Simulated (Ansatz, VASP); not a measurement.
**One calculation of PtSe2, two programs**

File INCAR:

```
PREC = Accurate ; ENCUT = 520
EDIFF = 1E-6 ; ISMEAR = 0
SIGMA = 0.15 ; LREAL = F
LASPH = T ; NELM = 60
ALGO = Fast ; ISIF = 2
LWAVE = F ; LCHARG = F
GGA = PE ; IVDW = 12
NBANDS = 31
```

The input KPOINTS:

```
regular mesh
0
Gamma
  14 14 5
```

The input POSCAR:

```
PtSe2
1.0
   -3.7240006046      0.0000000000      0.0000000000
   -1.8620003023     -3.2250791273      0.0000000000
   -1.1172001814      0.0000000000     10.1240000000
Pt Se
2 4
Direct
   -0.2250000000      0.0000000000      0.7500000000
   -0.0750000000      0.0000000000      0.2500000000
    0.0708333333      0.3333333333      0.8750000000
    0.2208333333      0.3333333333      0.3750000000
    0.6291666667      0.6666666667      0.1250000000
    0.4791666667      0.6666666667      0.6250000000
```

Input for Ansatz:

```yaml
crystal:
  lattice:
    - [-3.7240006046, 0.0, 0.0]
    - [-1.8620003023, -3.2250791273, 0.0]
    - [-1.1172001814, 0.0, 10.124]
  atoms:
    - { symbol: Pt, position: [-0.225, 0.0, 0.75] }
    - { symbol: Pt, position: [-0.075, 0.0, 0.25] }
    - { symbol: Se, position: [0.0708333333, 0.3333333333, 0.875] }
    - { symbol: Se, position: [0.2208333333, 0.3333333333, 0.375] }
    - { symbol: Se, position: [0.6291666667, 0.6666666667, 0.125] }
    - { symbol: Se, position: [0.4791666667, 0.6666666667, 0.625] }
basis:
  ecutwfc: 420
kpoints:
  mp_grid: { grid: [14, 14, 5] }
hamiltonian:
  xc: pbe
  dispersion: d3bj
scf:
  occupations: { method: gaussian, width: 0.15 }
output:
  forces: true
  stress: true
  eigenvalues: true
```

Alike in both runs: task single point; functional PBE; dispersion D3(BJ); k mesh 14 × 14 × 5; occupations gaussian, width 0.15 eV; no spin polarisation.

|  | VASP | Ansatz |
| --- | --- | --- |
| version | VASP 6.6.1 | Ansatz 0.2.0 |
| potentials or method | VASP PAW PBE potentials, release 64 (Pt, Se), cutoff 520 eV | scalar-relativistic, plane waves, PAW |
| valence electrons in the cell | 44 | 100 |

```tsv
	VASP	Ansatz	Ansatz less VASP
gap on the k mesh at the Fermi level (eV)	none	none	-
pressure (GPa)	4.7	4.7	-0.01
traceless stress, the component that is largest in VASP (GPa)	1.52	1.53	+0.012
rms of the force components (eV/Å)	0.266	0.265	-0.0019
```

Atom by atom the forces differ by 0.004 eV/Å (rms over components). A gap of «none» marks a metal or a gap that the smearing closes. VASP's potentials hold 44 valence electrons a cell and Ansatz's 100, so a difference there can come from the potentials and not from the codes.

Neither program's run includes spin-orbit coupling.
